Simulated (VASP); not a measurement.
A run of VASP 6.6.1 is set up as follows.

INCAR

```
SYSTEM = GaN
PREC = Accurate ; ENCUT = 520
EDIFF = 1E-6 ; ISMEAR = -1
SIGMA = 0.05 ; LREAL = .False.
LASPH = .True. ; NELM = 100
ALGO = Normal ; ISIF = 2
LWAVE = .False. ; LCHARG = .False.
GGA = RE ; IVDW = 12
NBANDS = 26
```

File KPOINTS:

```
regular mesh
0
Gamma
  10 10 5
  0 0 0
```

File POSCAR:

```
GaN
1.0
    3.1370217585      0.0000000000      0.0000000000
   -1.5685108793      2.7167405351      0.0000000000
    0.0000000000      0.0000000000      5.0961806304
Ga N
2 2
Direct
    0.6666666667      0.3333333333      0.5000000000
    0.3333333333      0.6666666667      0.0000000000
    0.6666666667      0.3333333333      0.8750000000
    0.3333333333      0.6666666667      0.3750000000
```

Potentials or basis: VASP PAW PBE potentials, release 64 (Ga_d, N).

Command:

```bash
$ cat potpaw_PBE.64/Ga_d/POTCAR potpaw_PBE.64/N/POTCAR > POTCAR
$ mpirun -np 1 vasp_std > vasp.out
```

(1) Estimate the dispersion energy per atom.

(2) Predict the pressure.

(3) Predict the largest force.

(4) Estimate the band gap on the k mesh.

Answers

(1) -0.518 eV.

(2) 11.2 GPa.

(3) 0.145 eV/Å.

(4) 2.29 eV, direct.

Caveat: the PAW data sets were made with another functional, which shifts forces and pressure a little.
